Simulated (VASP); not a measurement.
# Ba (I4/mmm) in VASP: a series of runs, part 2 of 3

VASP 6.6.1.

### Step 4. Single point, PBE (strain -0.015 along x and y, -0.030 along z)

File INCAR:

```
  PREC = Accurate
  ENCUT = 520
  EDIFF = 1E-6
  ISMEAR = 0
  SIGMA = 0.15
  LREAL = F
  LASPH = T
  NELM = 60
  ALGO = Fast
  ISIF = 2
  LWAVE = F
  LCHARG = F
  GGA = PE
  NBANDS = 11
```

File KPOINTS:

```
Automatic mesh
0
Gamma
  14 14 14
```

File POSCAR:

```
Ba
1.0
   -2.4625000000      2.4625000000      2.4250000000
    2.4625000000     -2.4625000000      2.4250000000
    2.4625000000      2.4625000000     -2.4250000000
Ba
1
Direct
    0.0000000000      0.0000000000      0.0000000000
```

Potentials or basis: VASP PAW PBE potentials, release 64 (Ba_sv).

The run is started by

```console
$ cat potpaw_PBE.64/Ba_sv/POTCAR > POTCAR
$ mpirun -np 1 vasp_std > vasp.out
```

OUTCAR:

```text
PREC = Accurate
   ENCUT = 520
   EDIFF = 1E-6
   ISMEAR = 0
   LREAL = F
   LASPH = T
   NELM = 60
   ISIF = 2
   GGA = PE

 ion  position               nearest neighbor table
   1  0.000  0.000  0.000-

  LATTYP: Found a body centered tetragonal cell.
 ALAT       =     4.9250000000
 C/A-ratio  =     0.9847715736

  Lattice vectors:

 A1 = (  -2.4625000000,   2.4625000000,   2.4250000000)
 A2 = (   2.4625000000,  -2.4625000000,   2.4250000000)
 A3 = (   2.4625000000,   2.4625000000,  -2.4250000000)

Analysis of symmetry for initial positions (statically):
=====================================================================
 Subroutine PRICEL returns:
 Original cell was already a primitive cell.

 Routine SETGRP: Setting up the symmetry group for a
 body centered tetragonal supercell.

 Subroutine GETGRP returns: Found 16 space group operations
 (whereof 16 operations were pure point group operations)
 out of a pool of 16 trial point group operations.

The static configuration has the point symmetry D_4h.

Analysis of symmetry for dynamics (positions and initial velocities):
=====================================================================
 Subroutine PRICEL returns:
 Original cell was already a primitive cell.

 Routine SETGRP: Setting up the symmetry group for a
 body centered tetragonal supercell.

 Subroutine GETGRP returns: Found 16 space group operations
 (whereof 16 operations were pure point group operations)
 out of a pool of 16 trial point group operations.

The dynamic configuration has the point symmetry D_4h.

 Subroutine INISYM returns: Found 16 space group operations
 (whereof 16 operations are pure point group operations),
 and found     1 'primitive' translations

----------------------------------------------------------------------------------------

                                     Primitive cell

  volume of cell :      58.8199

  direct lattice vectors                    reciprocal lattice vectors
    -2.462500000  2.462500000  2.425000000     0.000000000  0.203045685  0.206185567
     2.462500000 -2.462500000  2.425000000     0.203045685  0.000000000  0.206185567
     2.462500000  2.462500000 -2.425000000     0.203045685  0.203045685  0.000000000

  length of vectors
     4.243634940  4.243634940  4.243634940     0.289378711  0.289378711  0.287149962

  position of ions in fractional coordinates (direct lattice)
     0.000000000  0.000000000  0.000000000

  ion indices of the primitive-cell ions
   primitive index   ion index
                 1           1

----------------------------------------------------------------------------------------

 KPOINTS: Automatic mesh

Automatic generation of k-mesh.
 Grid dimensions read from file:
 generate k-points for:   14   14   14

 Generating k-lattice:

  Cartesian coordinates                     Fractional coordinates (reciprocal lattice)
     0.000000000  0.014503263  0.014727541     0.071428571 -0.000000000  0.000000000
     0.014503263  0.000000000  0.014727541    -0.000000000  0.071428571  0.000000000
     0.014503263  0.014503263  0.000000000     0.000000000  0.000000000  0.071428571

  Length of vectors
     0.020669908  0.020669908  0.020510712

  Shift w.r.t. Gamma in fractional coordinates (k-lattice)
     0.000000000  0.000000000  0.000000000

 Subroutine IBZKPT returns following result:
 ===========================================

 Found    244 irreducible k-points:

 Following reciprocal coordinates:
            Coordinates               Weight
  0.000000  0.000000  0.000000      1.000000
  0.071429  0.000000 -0.000000      8.000000
  0.142857  0.000000  0.000000      8.000000
  0.214286  0.000000  0.000000      8.000000
  0.285714  0.000000  0.000000      8.000000
  0.357143  0.000000 -0.000000      8.000000
[... 16 lines left out ...]
  0.214286  0.142857 -0.000000     16.000000
  0.285714  0.142857  0.000000     16.000000
 [... further k-points ...]
   k-points           NKPTS =    244   k-points in BZ     NKDIM =    244   number of bands    NBANDS=     11
   number of dos      NEDOS =    301   number of ions     NIONS =      1
   total plane-waves  NPLWV =  32768
   dimension x,y,z NGX =    32 NGY =   32 NGZ =   32
   dimension x,y,z NGXF=    64 NGYF=   64 NGZF=   64
   ions per type =               1
   NGX,Y,Z   is equivalent  to a cutoff of  12.54, 12.54, 12.54 a.u.
   NGXF,Y,Z  is equivalent  to a cutoff of  25.07, 25.07, 25.07 a.u.
 SYSTEM =  unknown system
   PREC   = accura    normal or accurate (medium, high low for compatibility)
   ISTART =      0    job   : 0-new  1-cont  2-samecut
   ICHARG =      2    charge: 1-file 2-atom 10-const
   ISPIN  =      1    spin polarized calculation?
   LNONCOLLINEAR =      F non collinear calculations
   LSORBIT =      F    spin-orbit coupling
   LASPH  =      T    aspherical Exc in radial PAW
   ENCUT  =  520.0 eV  38.22 Ry    6.18 a.u.   7.89  7.89  7.89*2*pi/ulx,y,z
   NELM   =     60;   NELMIN=  2; NELMDL= -5     # of ELM steps
   EDIFF  = 0.1E-05   stopping-criterion for ELM
   LREAL  =      F    real-space projection
[... 7 lines left out ...]
   TEBEG  =    0.0;   TEEND  =   0.0 temperature during run
   PSTRESS=    0.0 pullay stress
   NELECT =      10.0000    total number of electrons
   NUPDOWN=      -1.0000    fix difference up-down
   EMIN   =  10.00;   EMAX   =-10.00  energy-range for DOS
   EFERMI =   0.00;   METHOD = LEGACY
   ISMEAR =     0;   SIGMA  =   0.15  broadening in eV -4-tet -1-fermi 0-gaus
   EFERMI_NEDOS =   21; number of points for ismear=-14 and -15
   IALGO  =     68    algorithm
   IMIX   =      4    mixing-type and parameters
     AMIX     =   0.40;   BMIX     =  1.00
     AMIX_MAG =   1.60;   BMIX_MAG =  1.00
  volume/ion in A,a.u.               =      58.82       396.94
  Fermi-wavevector in a.u.,A,eV,Ry     =   0.906915  1.713822 11.190730  0.822495
  Thomas-Fermi vector in A             =   2.030660
   LORBIT       =      0    0 simple, 1 ext, 2 COOP (PROOUT), +10 PAW based schemes
   GGA     = PE    functional components
   LHFCALC =     F    Hartree Fock is set to
   AEXX    =    0.0000 exact exchange contribution
   IVDW    =     0    specifies the selected vdW correction
   LEPSILON=     F    determine dielectric tensor
   LRPA    =     F    only Hartree local field effects (RPA)
 non-spin polarized calculation
 RMM-DIIS sequential band-by-band and
 Gauss-broadening in eV      SIGMA  =   0.15
  energy-cutoff  :      520.00
  volume of cell :       58.82
 maximum number of plane-waves:      1614
   NGX = 15   NGY = 15   NGZ = 15

 number of electron      10.0000000 magnetization

 Free energy of the ion-electron system (eV)
  ---------------------------------------------------
  ext. energy  EPLUGINS =         0.00000000
  ---------------------------------------------------
  free energy    TOTEN  =        -1.90355174 eV

  energy without entropy =       -1.89012415  energy(sigma->0) =       -1.89683794

 E-fermi :   1.8745     XC(G=0):  -7.6311

 val. band max:        1.8716041601   @ k =  -0.2857   0.5000   0.2857
 cond. band min:       1.8766138306   @ k =  -0.3571   0.5000   0.2143
 fundamental gap:      0.0050096706
 Fermi energy:         1.8745201221

 k-point     1 :       0.0000    0.0000    0.0000
  band No.  band energies     occupation
      1     -26.8909      2.00000
      2     -11.7969      2.00000
      3     -11.7969      2.00000
      4     -11.7962      2.00000
      5      -0.8994      2.00000
      6       3.7231      0.00000
      7       3.8227      0.00000
      8       3.8227      0.00000
      9       5.2087      0.00000
     10       5.3564      0.00000
     11       8.9763      0.00000

 k-point     2 :       0.0714    0.0000   -0.0000
  band No.  band energies     occupation
      1     -26.8880      2.00000
      2     -11.8274      2.00000
      3     -11.8063      2.00000
      4     -11.7969      2.00000
      5      -0.7944      2.00000
      6       3.6736      0.00000
      7       3.7768      0.00000
      8       3.8894      0.00000
      9       5.1346      0.00000
     10       5.2719      0.00000
     11       9.1541      0.00000
[... 295 lines left out ...]
 k-point    24 :       0.2857    0.1429    0.0000
  band No.  band energies     occupation
      1     -26.8394      2.00000
      2     -12.2603      2.00000
      3     -11.9712      2.00000
      4     -11.8387      2.00000
      5       1.0509      2.00000
      6       2.6030      0.00000
      7       2.8470      0.00000
      8       5.0161      0.00000
      9       5.8944      0.00000
     10       6.4896      0.00000
     11       8.7664      0.00000

 [... further k-points ...]
[... 5 lines left out ...]
  --------------------------------------------------------------------------------------
  -------------------------------------------------------------------------------------
  Total        0.2726727      0.2726727      0.3059475      0.0000000     -0.0000000      0.0000000
  in kB        7.4272496      7.4272496      8.3336129      0.0000000     -0.0000000      0.0000000
  external PRESSURE =       7.7293707 kB  Pullay stress =       0.0000000 kB

 VOLUME and BASIS-vectors are now :
 -----------------------------------------------------------------------------
  energy-cutoff  :      520.00
  volume of cell :       58.82
      direct lattice vectors                 reciprocal lattice vectors
    -2.462500000  2.462500000  2.425000000     0.000000000  0.203045685  0.206185567
     2.462500000 -2.462500000  2.425000000     0.203045685  0.000000000  0.206185567
     2.462500000  2.462500000 -2.425000000     0.203045685  0.203045685  0.000000000

 POSITION                                       TOTAL-FORCE (eV/Angst)
 -----------------------------------------------------------------------------------
      0.00000      0.00000      0.00000        -0.000000     -0.000000      0.000000
 -----------------------------------------------------------------------------------
    total drift:                                0.000000      0.000000      0.000000

  FREE ENERGIE OF THE ION-ELECTRON SYSTEM (eV)
  ---------------------------------------------------
  free  energy   TOTEN  =        -1.9035517408 eV

  energy  without entropy=       -1.8901241477  energy(sigma->0) =       -1.89683794
```

Run time: 44 s. Hardware: 1 thread of AMD EPYC 9R45 (Zen 5), shared host; peak memory 0.26 GiB.

Results:

* Free energy: -1.9036 eV
* Pressure: 0.8 GPa
* Band gap on the k mesh: zero (bands 5 and 6 overlap by 1.14 eV)

Caveat: the cell differs from its parent crystal (strain -0.015 along x and y, -0.030 along z); spin-orbit coupling is left out, which moves the levels of the heavy elements.

(Continued in part 3 of 3.)
